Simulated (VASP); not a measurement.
Rh: single point with PBEsol

Rh:

```
CELL_PARAMETERS angstrom
0.00000 2.03175 1.89000
1.89000 0.00000 1.89000
1.89000 2.03175 0.00000
ATOMIC_POSITIONS crystal
Rh 0.00000 0.00000 0.00000
```

This cell differs from its parent crystal: strain +0.0750 x Voigt [0, 1, 0, 0, 0, 0].

| Property | Result |
| --- | --- |
| Program | VASP 6.6.1 |
| Task | single point |
| Functional | PBEsol |
| Potentials or basis | VASP PAW PBE potentials, release 64 (Rh_pv) |
| Cutoff | 520 eV |
| k mesh | 28 × 28 × 28 |
| Occupations | gaussian, width 0.15 eV |
| Spin | no spin polarisation |
| Dipole correction | no |
| Further INCAR settings | ALGO = Fast; EDIFF = 1e-07; NBANDS = 14 |

| Property | Result |
| --- | --- |
| Pressure | -16.9 GPa |
| Band gap on the k mesh | zero (an odd number of electrons rules out a gap without spin polarisation) |

Stress tensor (GPa, compression positive):
```
-11.69   0.00   0.00
  0.00 -27.35   0.00
  0.00   0.00 -11.69
```

Levels at points of the mesh, in eV from the Fermi level:
```tsv
k point	band 3	band 4	band 5	band 6	band 7	band 8	band 9	band 10	band 11	band 12
(0.00, 0.00, 0.00)	-46.21	-7.65	-3.32	-2.55	-2.55	-1.38	-0.47	16.05	19.83	20.55
(0.50, 0.00, 0.00)	-46.27	-5.71	-3.25	-2.52	0.37	0.69	0.74	8.09	15.31	20.26
(0.50, 0.50, 0.00)	-46.44	-5.84	-5.47	0.45	0.58	1.26	3.64	12.23	12.23	12.85
(0.50, 0.00, 0.50)	-46.39	-5.83	-5.48	0.58	0.86	0.86	2.19	10.29	13.82	13.82
```

It took 110 s on 1 thread of Intel(R) Xeon(R) 6975P-C (Granite Rapids), with other jobs on the host, peak memory 0.39 GiB.

Caveat: the cell differs from its parent crystal (strain +0.0750 x Voigt [0, 1, 0, 0, 0, 0]); the cell stands under tension; the PAW data sets were made with another functional, which shifts forces and pressure a little.
